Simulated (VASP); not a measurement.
# Al3Os in VASP: notebook

Al3Os is run at these levels: PBE; tasks: single point, relaxation of cell and atoms.

Everything below comes from runs of VASP 6.6.1. Logs are shortened: lines on timing, memory, paths and dates and some standing lists are left out, and cuts for length are marked.

### 1 The cell of the first run

The typed cell holds 4 atoms: a = 3.870 Å, b = 3.870 Å, c = 3.870 Å, α = 90.00°, β = 90.00°, γ = 90.00°.

### 2 Single point, PBE

File INCAR:

```
ALGO = Normal ; EDIFF = 1E-6
ENCUT = 520 ; GGA = PE
ISIF = 2 ; ISMEAR = 0
LASPH = T ; LCHARG = F
LREAL = F ; LWAVE = F
NBANDS = 16 ; NELM = 80
PREC = Accurate ; SIGMA = 0.1
```

File KPOINTS:

```
k-points
0
Gamma
  4 4 4
```

File POSCAR:

```
Al3Os
1.0
    3.8701696870      0.0000000000      0.0000000000
    0.0000000000      3.8701696870      0.0000000000
    0.0000000000      0.0000000000      3.8696016209
Al Os
3 1
Direct
    0.0000000000      0.5000000000      0.5000000000
    0.5000000000      0.0000000000      0.5000000000
    0.5000000000      0.5000000000      0.0000000000
    0.0000000000      0.0000000000      0.0000000000
```

Potentials or basis: VASP PAW PBE potentials, release 64 (Al, Os).

The run is started by

```
cat potpaw_PBE.64/Al/POTCAR potpaw_PBE.64/Os/POTCAR > POTCAR
mpirun -np 1 vasp_std > vasp.out
```

OUTCAR:

```text
EDIFF = 1E-6
   ENCUT = 520
   GGA = PE
   ISIF = 2
   ISMEAR = 0
   LASPH = T
   LREAL = F
   NELM = 80
   PREC = Accurate

 ion  position               nearest neighbor table
   1  0.000  0.500  0.500-   3 2.74   4 2.74   3 2.74   4 2.74   4 2.74   4 2.74   3 2.74   3 2.74
                             2 2.74   2 2.74   2 2.74   2 2.74
   2  0.500  0.000  0.500-   3 2.74   4 2.74   3 2.74   4 2.74   3 2.74   3 2.74   4 2.74   4 2.74
                             1 2.74   1 2.74   1 2.74   1 2.74
   3  0.500  0.500  0.000-   1 2.74   2 2.74   1 2.74   2 2.74   2 2.74   2 2.74   1 2.74   1 2.74
                             4 2.74   4 2.74   4 2.74   4 2.74
   4  0.000  0.000  0.000-   1 2.74   2 2.74   1 2.74   2 2.74   1 2.74   1 2.74   2 2.74   2 2.74
                             3 2.74   3 2.74   3 2.74   3 2.74

  LATTYP: Found a simple tetragonal cell.
 ALAT       =     3.8701696870
 C/A-ratio  =     0.9998532193

  Lattice vectors:

 A1 = (   3.8701696870,   0.0000000000,   0.0000000000)
 A2 = (   0.0000000000,   3.8701696870,   0.0000000000)
 A3 = (   0.0000000000,   0.0000000000,   3.8696016209)

Analysis of symmetry for initial positions (statically):
=====================================================================
 Subroutine PRICEL returns:
 Original cell was already a primitive cell.

 Routine SETGRP: Setting up the symmetry group for a
 simple tetragonal supercell.

 Subroutine GETGRP returns: Found 16 space group operations
 (whereof 16 operations were pure point group operations)
 out of a pool of 16 trial point group operations.

The static configuration has the point symmetry D_4h.

Analysis of symmetry for dynamics (positions and initial velocities):
=====================================================================
 Subroutine PRICEL returns:
 Original cell was already a primitive cell.

 Routine SETGRP: Setting up the symmetry group for a
 simple tetragonal supercell.

 Subroutine GETGRP returns: Found 16 space group operations
 (whereof 16 operations were pure point group operations)
 out of a pool of 16 trial point group operations.

The dynamic configuration has the point symmetry D_4h.

 Subroutine INISYM returns: Found 16 space group operations
 (whereof 16 operations are pure point group operations),
 and found     1 'primitive' translations

----------------------------------------------------------------------------------------

                                     Primitive cell

  volume of cell :      57.9597

  direct lattice vectors                    reciprocal lattice vectors
     3.870169687  0.000000000  0.000000000     0.258386603  0.000000000  0.000000000
     0.000000000  3.870169687  0.000000000     0.000000000  0.258386603  0.000000000
     0.000000000  0.000000000  3.869601621     0.000000000  0.000000000  0.258424535

  length of vectors
     3.870169687  3.870169687  3.869601621     0.258386603  0.258386603  0.258424535

  position of ions in fractional coordinates (direct lattice)
     0.000000000  0.500000000  0.500000000
     0.500000000  0.000000000  0.500000000
     0.500000000  0.500000000  0.000000000
     0.000000000  0.000000000  0.000000000

  ion indices of the primitive-cell ions
   primitive index   ion index
                 1           1
                 2           2
                 3           3
                 4           4

----------------------------------------------------------------------------------------

 KPOINTS: k-points

Automatic generation of k-mesh.
 Grid dimensions read from file:
 generate k-points for:    4    4    4

 Generating k-lattice:

  Cartesian coordinates                     Fractional coordinates (reciprocal lattice)
     0.064596651  0.000000000  0.000000000     0.250000000  0.000000000  0.000000000
     0.000000000  0.064596651  0.000000000     0.000000000  0.250000000  0.000000000
     0.000000000  0.000000000  0.064606134     0.000000000  0.000000000  0.250000000

  Length of vectors
     0.064596651  0.064596651  0.064606134

  Shift w.r.t. Gamma in fractional coordinates (k-lattice)
     0.000000000  0.000000000  0.000000000

 Subroutine IBZKPT returns following result:
 ===========================================

 Found     18 irreducible k-points:

 Following reciprocal coordinates:
            Coordinates               Weight
  0.000000  0.000000  0.000000      1.000000
  0.250000  0.000000  0.000000      4.000000
  0.500000  0.000000  0.000000      2.000000
  0.250000  0.250000  0.000000      4.000000
  0.500000  0.250000  0.000000      4.000000
  0.500000  0.500000  0.000000      1.000000
[... 10 lines left out ...]
  0.500000  0.250000  0.500000      4.000000
  0.500000  0.500000  0.500000      1.000000
   k-points           NKPTS =     18   k-points in BZ     NKDIM =     18   number of bands    NBANDS=     16
   number of dos      NEDOS =    301   number of ions     NIONS =      4
   total plane-waves  NPLWV =  27000
   dimension x,y,z NGX =    30 NGY =   30 NGZ =   30
   dimension x,y,z NGXF=    60 NGYF=   60 NGZF=   60
   ions per type =               3   1
   NGX,Y,Z   is equivalent  to a cutoff of  12.89, 12.89, 12.89 a.u.
   NGXF,Y,Z  is equivalent  to a cutoff of  25.77, 25.77, 25.78 a.u.
 SYSTEM =  unknown system
   PREC   = accura    normal or accurate (medium, high low for compatibility)
   ISTART =      0    job   : 0-new  1-cont  2-samecut
   ICHARG =      2    charge: 1-file 2-atom 10-const
   ISPIN  =      1    spin polarized calculation?
   LNONCOLLINEAR =      F non collinear calculations
   LSORBIT =      F    spin-orbit coupling
   LASPH  =      T    aspherical Exc in radial PAW
   ENCUT  =  520.0 eV  38.22 Ry    6.18 a.u.   7.20  7.20  7.19*2*pi/ulx,y,z
   NELM   =     80;   NELMIN=  2; NELMDL= -5     # of ELM steps
   EDIFF  = 0.1E-05   stopping-criterion for ELM
   LREAL  =      F    real-space projection
   EDIFFG = 0.1E-04   stopping-criterion for IOM
   NSW    =      0    number of steps for IOM
   IBRION =     -1    ionic relax: 0-MD 1-quasi-New 2-CG
   NFREE  =      0    steps in history (QN), initial steepest desc. (CG)
   ISIF   =      2    stress and relaxation
   ISYM   =      2    0-nonsym 1-usesym 2-fastsym
   POTIM  = 0.5000    time-step for ionic-motion
   TEBEG  =    0.0;   TEEND  =   0.0 temperature during run
   PSTRESS=    0.0 pullay stress
   NELECT =      17.0000    total number of electrons
   NUPDOWN=      -1.0000    fix difference up-down
   EMIN   =  10.00;   EMAX   =-10.00  energy-range for DOS
   EFERMI =   0.00;   METHOD = LEGACY
   ISMEAR =     0;   SIGMA  =   0.10  broadening in eV -4-tet -1-fermi 0-gaus
   EFERMI_NEDOS =   21; number of points for ismear=-14 and -15
   IALGO  =     38    algorithm
   IMIX   =      4    mixing-type and parameters
     AMIX     =   0.40;   BMIX     =  1.00
     AMIX_MAG =   1.60;   BMIX_MAG =  1.00
  volume/ion in A,a.u.               =      14.49        97.78
  Fermi-wavevector in a.u.,A,eV,Ry     =   1.087716  2.055486 16.097422  1.183127
  Thomas-Fermi vector in A             =   2.223882
   LORBIT       =      0    0 simple, 1 ext, 2 COOP (PROOUT), +10 PAW based schemes
   GGA     = PE    functional components
   LHFCALC =     F    Hartree Fock is set to
   AEXX    =    0.0000 exact exchange contribution
   IVDW    =     0    specifies the selected vdW correction
   LEPSILON=     F    determine dielectric tensor
   LRPA    =     F    only Hartree local field effects (RPA)
 non-spin polarized calculation
 Gauss-broadening in eV      SIGMA  =   0.10
  energy-cutoff  :      520.00
  volume of cell :       57.96
 maximum number of plane-waves:      1596
 NGX is ok and might be reduce to    30
   NGX = 15   NGY = 15   NGZ = 15

 number of electron      17.0000000 magnetization

 Free energy of the ion-electron system (eV)
  ---------------------------------------------------
  ext. energy  EPLUGINS =         0.00000000
  ---------------------------------------------------
  free energy    TOTEN  =       -23.37147280 eV

  energy without entropy =      -23.36180979  energy(sigma->0) =      -23.36664130

 E-fermi :   9.0652     XC(G=0): -11.4571

 val. band max:        9.0349834977   @ k =   0.5000   0.2500   0.0000
 cond. band min:       9.4683925134   @ k =   0.2500   0.2500   0.5000
 fundamental gap:      0.4334090158
 Fermi energy:         9.0652059652

 k-point     1 :       0.0000    0.0000    0.0000
  band No.  band energies     occupation
      1      -2.5102      2.00000
      2       4.5799      2.00000
      3       4.5810      2.00000
      4       6.8836      2.00000
      5       6.8836      2.00000
      6       6.8859      2.00000
[... 8 lines left out ...]
     15      15.1807      0.00000
     16      17.9480      0.00000

 k-point     2 :       0.2500    0.0000    0.0000
  band No.  band energies     occupation
      1      -1.8396      2.00000
      2       2.8686      2.00000
      3       4.8569      2.00000
      4       5.8616      2.00000
      5       5.8630      2.00000
      6       6.7859      2.00000
[... 8 lines left out ...]
     15      15.9108      0.00000
     16      15.9818      0.00000

 k-point     3 :       0.5000    0.0000    0.0000
  band No.  band energies     occupation
      1       0.0023      2.00000
      2       0.1482      2.00000
      3       5.1896      2.00000
      4       5.4195      2.00000
      5       5.4208      2.00000
      6       7.4326      2.00000
[... 8 lines left out ...]
     15      16.2614      0.00000
     16      16.6661      0.00000

 k-point     4 :       0.2500    0.2500    0.0000
  band No.  band energies     occupation
      1      -1.1932      2.00000
      2       3.1473      2.00000
      3       3.4752      2.00000
      4       5.4563      2.00000
      5       5.9235      2.00000
      6       6.5893      2.00000
[... 8 lines left out ...]
     15      14.8982      0.00000
     16      15.2304      0.00000

 k-point     5 :       0.5000    0.2500    0.0000
  band No.  band energies     occupation
      1       0.4337      2.00000
      2       0.8634      2.00000
      3       4.1936      2.00000
      4       4.8487      2.00000
      5       5.7057      2.00000
      6       6.5806      2.00000
[... 8 lines left out ...]
     15      15.8048      0.00000
     16      17.2364      0.00000

 k-point     6 :       0.5000    0.5000    0.0000
  band No.  band energies     occupation
      1       1.2039      2.00000
      2       2.7621      2.00000
      3       2.8282      2.00000
      4       2.8282      2.00000
      5       6.0693      2.00000
      6       6.0693      2.00000
[... 8 lines left out ...]
     15      15.5354      0.00000
     16      15.5354      0.00000
[... 153 lines left out ...]
 k-point    15 :       0.5000    0.0000    0.5000
  band No.  band energies     occupation
      1       1.2044      2.00000
      2       2.7623      2.00000
      3       2.8288      2.00000
      4       2.8293      2.00000
      5       6.0682      2.00000
      6       6.0686      2.00000
[... 8 lines left out ...]
     15      15.5339      0.00000
     16      15.5361      0.00000

 k-point    16 :       0.2500    0.2500    0.5000
  band No.  band energies     occupation
      1       0.8903      2.00000
      2       1.5314      2.00000
      3       3.9953      2.00000
      4       5.2107      2.00000
      5       5.2789      2.00000
      6       5.3157      2.00000
[... 8 lines left out ...]
     15      16.6532      0.00000
     16      16.7185      0.00000

 k-point    17 :       0.5000    0.2500    0.5000
  band No.  band energies     occupation
      1       1.7611      2.00000
      2       2.9406      2.00000
      3       2.9408      2.00000
      4       3.6479      2.00000
      5       5.7644      2.00000
      6       5.7646      2.00000
[... 8 lines left out ...]
     15      17.5645      0.00000
     16      17.5662      0.00000

 k-point    18 :       0.5000    0.5000    0.5000
  band No.  band energies     occupation
      1       3.0607      2.00000
      2       3.0607      2.00000
      3       3.0609      2.00000
      4       3.8981      2.00000
      5       5.4895      2.00000
      6       5.4895      2.00000
[... 8 lines left out ...]
     15      21.2129      0.00000
     16      21.2129      0.00000

------------------------ aborting loop because EDIFF is reached ----------------------------------------

  FORCE on cell =-STRESS in cart. coord.  units (eV):
  Direction    XX          YY          ZZ          XY          YZ          ZX
  --------------------------------------------------------------------------------------
  -------------------------------------------------------------------------------------
  Total       -0.0201267     -0.0201267     -0.0118439      0.0000000      0.0000000      0.0000000
  in kB       -0.5563600     -0.5563600     -0.3273997      0.0000000      0.0000000      0.0000000
  external PRESSURE =      -0.4800399 kB  Pullay stress =       0.0000000 kB

 VOLUME and BASIS-vectors are now :
 -----------------------------------------------------------------------------
  energy-cutoff  :      520.00
  volume of cell :       57.96
      direct lattice vectors                 reciprocal lattice vectors
     3.870169687  0.000000000  0.000000000     0.258386603  0.000000000  0.000000000
     0.000000000  3.870169687  0.000000000     0.000000000  0.258386603  0.000000000
     0.000000000  0.000000000  3.869601621     0.000000000  0.000000000  0.258424535

 POSITION                                       TOTAL-FORCE (eV/Angst)
 -----------------------------------------------------------------------------------
      0.00000      1.93508      1.93480         0.000000      0.000000      0.000000
      1.93508      0.00000      1.93480         0.000000      0.000000      0.000000
      1.93508      1.93508      0.00000         0.000000      0.000000      0.000000
      0.00000      0.00000      0.00000         0.000000      0.000000      0.000000
 -----------------------------------------------------------------------------------
    total drift:                                0.000000     -0.000000      0.000000

  FREE ENERGIE OF THE ION-ELECTRON SYSTEM (eV)
  ---------------------------------------------------
  free  energy   TOTEN  =       -23.3714728039 eV

  energy  without entropy=      -23.3618097880  energy(sigma->0) =      -23.36664130
```

Wall time 22 s (1 thread of Intel Xeon 8259CL, shared host); peak memory 0.17 GiB.

Results:

| Item | Value |
| --- | --- |
| Free energy | -23.3715 eV |
| Pressure | 0.0 GPa |

Caveat: the k points lie up to 0.41 Å⁻¹ apart; spin-orbit coupling is left out, which moves the levels of the heavy elements.

### 3 Single point, PBE

This run uses another cell than the first one, of 13.96 Å³/atom, 0.964 times its volume.

File INCAR:

```
ALGO     = Fast           # electronic algorithm
EDIFF    = 1E-6           # SCF threshold, eV
ENCUT    = 520            # plane-wave cutoff, eV
GGA      = PE             # functional
ISIF     = 2              # what is computed and relaxed
ISMEAR   = 0              # smearing method
LASPH    = True           # aspherical terms in the spheres
LCHARG   = False          # write CHGCAR
LREAL    = False          # projectors in reciprocal space
LWAVE    = False          # write WAVECAR
NBANDS   = 16             # bands
NELM     = 100            # most SCF steps
PREC     = Accurate       # precision mode
SIGMA    = 0.1            # smearing width, eV
```

File KPOINTS:

```
k-points
0
Gamma
  6 6 6
```

File POSCAR:

```
Al3Os
1.0
    3.8355456404      0.0000000000      0.0000000000
    0.0000000000      3.8355456404      0.0000000000
    0.0000000000      0.0000000000      3.7961215846
Al Os
3 1
Direct
    0.0000000000      0.5000000000      0.5000000000
    0.5000000000      0.0000000000      0.5000000000
    0.5000000000      0.5000000000      0.0000000000
    0.0000000000      0.0000000000      0.0000000000
```

Potentials or basis: VASP PAW PBE potentials, release 64 (Al, Os).

The run is started by

```
cat potpaw_PBE.64/Al/POTCAR potpaw_PBE.64/Os/POTCAR > POTCAR
mpirun -np 1 vasp_std > vasp.out
```

It took 52 s on 1 thread of Intel Xeon 8259CL, shared host; peak memory 0.18 GiB.

Results (log left out):

```
Free energy : -23.2825 eV
Pressure    : 6.8 GPa
```

Stress tensor (GPa, compression positive):
```
6.40 0.00 0.00
0.00 6.40 0.00
0.00 0.00 7.46
```

Levels at points of the mesh, in eV from the Fermi level:
```csv
k point,band 6,band 7,band 8,band 9,band 10,band 11,band 12,band 13
"(0.00, 0.00, 0.00)",-2.04,-1.88,-1.87,-1.87,-0.16,5.05,5.11,6.33
"(0.50, 0.00, 0.00)",-1.64,-0.92,0.85,1.01,1.09,2.14,3.24,3.29
"(0.50, 0.50, 0.00)",-3.02,-1.09,-0.68,-0.51,1.34,4.14,4.14,5.38
"(0.00, 0.00, 0.50)",-1.64,-0.81,0.87,0.87,1.08,2.07,3.25,3.25
"(0.50, 0.00, 0.50)",-3.05,-1.04,-0.62,-0.58,1.22,3.99,4.02,5.22
"(0.50, 0.50, 0.50)",-3.61,-3.58,-1.80,-0.62,-0.56,2.54,2.57,2.57
```

Caveat: spin-orbit coupling is left out, which moves the levels of the heavy elements.

### 4 Relaxation of cell and atoms, PBE

This run uses another cell than the first one, of 13.96 Å³/atom, 0.964 times its volume.

File INCAR:

```
SYSTEM = Al3Os
PREC = Accurate
ENCUT = 600
EDIFF = 1E-7
ISMEAR = 0
SIGMA = 0.1
LREAL = .FALSE.
LASPH = .TRUE.
NELM = 100
ALGO = Fast
ISIF = 3
LWAVE = .FALSE.
LCHARG = .FALSE.
GGA = PE
IBRION = 2
NSW = 90
EDIFFG = -0.04
```

File KPOINTS:

```
regular mesh
0
G
  4 4 4
  0 0 0
```

POSCAR is that of step 3.

The run is started by

```
cat potpaw_PBE.64/Al/POTCAR potpaw_PBE.64/Os/POTCAR > POTCAR
mpirun -np 1 vasp_std > vasp.out
```

Run time: 91 s. Hardware: 1 thread of Intel Xeon 8259CL, shared host; peak memory 0.19 GiB.

The run converged. Its results:

| Quantity | Value |
| --- | --- |
| Free energy | -23.3716 eV |
| Relaxed volume | 14.48 Å³/atom |
| Relaxed cell | a = 3.873 Å, b = 3.873 Å, c = 3.862 Å, α = 90.00°, β = 90.00°, γ = 90.00° |
| Space group after relaxing (to 0.05 Å) | Pm-3m (No. 221) |
| Energy gained by relaxing | 10.8 meV/atom |
| Ionic steps | 5 |
| Pressure after relaxing | 0.1 GPa |

Stress tensor (GPa, compression positive):
```
-0.09  0.00  0.00
 0.00 -0.09  0.00
 0.00  0.00  0.35
```

The path:
```
step  energy change (eV)  largest force (eV/Å)  pressure (GPa)  volume (Å³)
   1              0.0000                0.0000            6.48        55.85
   2              0.0107                0.0000           -6.38        60.53
   3             -0.0423                0.0000           -0.11        57.99
   4             -0.0423                0.0000            0.02        57.95
   5             -0.0430                0.0000            0.06        57.93
```

Final structure:
```
Al Os
1.0
     3.87298    0.00000    0.00000
     0.00000    3.87298    0.00000
     0.00000    0.00000    3.86210
Al Os
3 1
Cartesian
  0.0000 1.9365 1.9310
  1.9365 0.0000 1.9310
  1.9365 1.9365 0.0000
  0.0000 0.0000 0.0000
```

Levels at points of the mesh, in eV from the Fermi level:
```csv
k point,band 7,band 8,band 9,band 10,band 11,band 12
"(0.00, 0.00, 0.00)",-1.86,-1.85,-1.85,-0.19,4.66,4.68
"(0.50, 0.00, 0.00)",-0.94,0.81,0.85,1.06,1.83,3.05
"(0.50, 0.50, 0.00)",-1.10,-0.71,-0.59,1.21,3.91,3.91
"(0.00, 0.00, 0.50)",-0.91,0.81,0.81,1.06,1.82,3.05
"(0.50, 0.00, 0.50)",-1.09,-0.69,-0.60,1.18,3.87,3.88
"(0.50, 0.50, 0.50)",-3.57,-1.86,-0.65,-0.63,2.31,2.32
```

Caveat: the k points lie up to 0.41 Å⁻¹ apart in the final cell; spin-orbit coupling is left out, which moves the levels of the heavy elements.

[end of part 1 of 2]
